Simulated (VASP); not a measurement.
Input of a VASP 6.6.1 run:

The input INCAR:

```
  ALGO = Normal
  EDIFF = 1E-6
  EDIFFG = -0.005
  ENCUT = 600
  GGA = CA
  IBRION = 2
  ISIF = 3
  ISMEAR = -1
  ISPIN = 2
  LASPH = True
  LCHARG = False
  LMAXMIX = 6
  LORBIT = 11
  LREAL = False
  LWAVE = False
  MAGMOM = 4.9 0
  NELM = 150
  NSW = 80
  PREC = Accurate
  SIGMA = 0.15
```

The input KPOINTS:

```
k-points
0
Gamma
  10 10 10
```

POSCAR

```
GdZn
1.0
    3.6180000000      0.0000000000      0.0000000000
    0.0000000000      3.6180000000      0.0000000000
    0.0000000000      0.0000000000      3.6180000000
Gd Zn
1 1
Direct
    0.0000000000      0.0000000000      0.0000000000
    0.5000000000      0.5000000000      0.5000000000
```

Potentials or basis: VASP PAW PBE potentials, release 64 (Gd, Zn).

Run with:

```bash
$ cat potpaw_PBE.64/Gd/POTCAR potpaw_PBE.64/Zn/POTCAR > POTCAR
$ mpirun -np 1 vasp_std > vasp.out
```

(1) Predict the net moment.

(2) Estimate the relaxed cell.

(3) What does it give for the site moments?

## Answers

(1) 7.22 μB per cell.

(2) a = 3.498 Å, b = 3.498 Å, c = 3.498 Å, α = 90.00°, β = 90.00°, γ = 90.00°.

(3) Gd +6.82; Zn +0.01 μB.
